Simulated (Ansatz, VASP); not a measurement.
# One calculation of Sb, two programs

File INCAR:

```
SYSTEM = Sb
PREC = Accurate
ENCUT = 500
EDIFF = 1E-6
ISMEAR = 0
SIGMA = 0.013000000000000001
LREAL = .False.
LASPH = .True.
NELM = 120
ALGO = Normal
ISIF = 2
LWAVE = .False.
LCHARG = .False.
GGA = PE
NBANDS = 8
GGA_COMPAT = .False.
```

KPOINTS

```
Automatic mesh
0
Gamma
  12 12 12
  0 0 0
```

Contents of POSCAR:

```
Sb
1.0
   -1.5765401831      1.5765401831      2.7119384313
    1.5765401831     -1.5765401831      2.7119384313
    1.5765401831      1.5765401831     -2.7119384313
Sb
1
Direct
    0.0000000000      0.0000000000      0.0000000000
```

Contents of input.yaml:

```yaml
crystal:
  lattice:
    - [-1.5765401831, 1.5765401831, 2.7119384313]
    - [1.5765401831, -1.5765401831, 2.7119384313]
    - [1.5765401831, 1.5765401831, -2.7119384313]
  atoms:
    - { symbol: Sb, position: [0.0, 0.0, 0.0] }
hamiltonian:
  xc: pbe
  pseudopotentials: { kind: paw }
kpoints:
  mp_grid: { grid: [12, 12, 12] }
scf:
  occupations: { method: gaussian, width: 0.013 }
output:
  forces: true
  stress: true
  eigenvalues: true
```

Alike in both runs: task single point; functional PBE; k mesh 12 × 12 × 12; occupations gaussian, width 0.013 eV; no spin polarisation.

|  | VASP | Ansatz |
| --- | --- | --- |
| version | VASP 6.6.1 | Ansatz 0.2.0 |
| potentials or method | VASP PAW PBE potentials, release 64 (Sb) | Ansatz PAW |
| plane-wave cutoff (eV) | 500 | 420 |
| valence electrons in the cell | 5 | 15 |

```csv
,VASP,Ansatz,Ansatz less VASP
gap on the k mesh at the Fermi level (eV),none,none,-
pressure (GPa),1.7,1.8,+0.11
"traceless stress, the component that is largest in VASP (GPa)",-0.55,-0.55,+0.005
```

A gap of «none» marks a metal or a gap that the smearing closes. VASP's potentials hold 5 valence electrons a cell and Ansatz's 15, so a difference there can come from the potentials and not from the codes.

Neither program's run includes spin-orbit coupling.
